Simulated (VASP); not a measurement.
Here is a VASP 6.6.1 calculation.

INCAR

```
  PREC = Accurate
  ENCUT = 520
  EDIFF = 1E-6
  ISMEAR = 0
  SIGMA = 0.1
  LREAL = F
  LASPH = T
  NELM = 150
  ALGO = Normal
  ISIF = 2
  LWAVE = F
  LCHARG = F
  ISPIN = 2
  MAGMOM = 0 0 0 0 0 0
  LORBIT = 11
  LMAXMIX = 4
  GGA = PE
  NBANDS = 47
```

File KPOINTS:

```
regular mesh
0
Gamma
  4 4 4
```

File POSCAR:

```
YNb4N
1.0
    3.7701246700      0.0000000000      0.0000000000
    0.0000000000      3.7701246700      0.0000000000
    0.0000000000      0.0000000000      5.6243602500
Y Nb N
1 4 1
Direct
    0.5000000000      0.5000000000      0.5000000000
    0.0000000000      0.5000000000      0.7644799900
    0.5000000000      0.0000000000      0.7644799900
    0.0000000000      0.5000000000      0.2355200100
    0.5000000000      0.0000000000      0.2355200100
    0.0000000000      0.0000000000      0.0000000000
```

Potentials or basis: VASP PAW PBE potentials, release 64 (Y_sv, Nb_sv, N).

The run is started by

```console
$ cat potpaw_PBE.64/Y_sv/POTCAR potpaw_PBE.64/Nb_sv/POTCAR potpaw_PBE.64/N/POTCAR > POTCAR
$ mpirun -np 1 vasp_std > vasp.out
```

**Question.** What does it give for the net moment?

**Answer.** 0.00 μB per cell.

**Question.** Estimate the band gap on the k mesh.

**Answer.** Zero (filled and empty bands overlap).

Forces in eV/Å, atoms in the order of the input:
```
Y    0.000  0.000  0.000
Nb   0.000  0.000  3.004
Nb   0.000  0.000  3.004
Nb   0.000  0.000 -3.004
Nb   0.000  0.000 -3.004
N    0.000  0.000  0.000
```

Caveat: the k points lie up to 0.42 Å⁻¹ apart, too coarse for converged energies and pressures of a metal; forces of over 1 eV/Å act on the atoms, so gaps and moduli don't describe the material at rest.
